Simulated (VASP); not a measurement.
Set up this calculation in VASP 6.6.1, as the native input.

| Property | Result |
| --- | --- |
| Task | single point |
| Functional | PBEsol |
| Potentials or basis | VASP PAW PBE potentials, release 64 (Si, Ni, Ge_d) |
| Cutoff | 520 eV |
| k mesh | 8 × 8 × 1 |
| Occupations | gaussian, width 0.1 eV |
| Spin | no spin polarisation |
| Dipole correction | yes |
| Further INCAR settings | ALGO = Normal; EDIFF = 1e-06; NBANDS = 45 |

The structure of Si6Ni3Ge lies in POSCAR:

```
Si6Ni3Ge
1.0
    3.8123023665      0.0000000000      0.0000000000
    0.0000000000      3.8123023665      0.0000000000
    0.0000000000      0.0000000000     25.7392621383
Si Ni Ge
6 3 1
Direct
    0.5000000000      0.0000000000      0.3302347967
    0.0000000000      0.5000000000      0.3302347967
    0.0000000000      0.5000000000      0.4349660373
    0.5000000000      0.0000000000      0.4349660373
    0.5000000000      0.0000000000      0.5408404964
    0.0000000000      0.5000000000      0.5408404964
    0.5000000000      0.5000000000      0.3826004170
    0.0000000000      0.0000000000      0.4854907937
    0.5000000000      0.5000000000      0.5897700408
    0.0000000000      1.0000000000      0.6287086873
```

One way to write it, as run:

INCAR

```
SYSTEM = Si6Ni3Ge
  ALGO = Normal
  DIPOL = 0.5 0.5 0.470
  EDIFF = 1E-6
  ENCUT = 520
  GGA = PS
  IDIPOL = 3
  ISIF = 2
  ISMEAR = 0
  LASPH = .True.
  LCHARG = .False.
  LDIPOL = .True.
  LREAL = .False.
  LWAVE = .False.
  NBANDS = 45
  NELM = 100
  PREC = Accurate
  SIGMA = 0.1
```

KPOINTS

```
k-points
0
Gamma
  8 8 1
  0 0 0
```

Potentials or basis: VASP PAW PBE potentials, release 64 (Si, Ni, Ge_d).

Command:

```console
$ cat potpaw_PBE.64/Si/POTCAR potpaw_PBE.64/Ni/POTCAR potpaw_PBE.64/Ge_d/POTCAR > POTCAR
$ mpirun -np 1 vasp_std > vasp.out
```

Results of the run:

```json
{
  "Largest force": "1.144 eV/Å",
  "Band gap on the k mesh": "zero (bands 34 and 35 overlap by 2.23 eV)"
}
```

Caveat: the PAW data sets were made with another functional, which shifts forces and pressure a little.

It took 5.5 min on 1 thread of Intel(R) Xeon(R) 6975P-C (Granite Rapids) (shared host), peak memory 0.53 GiB.
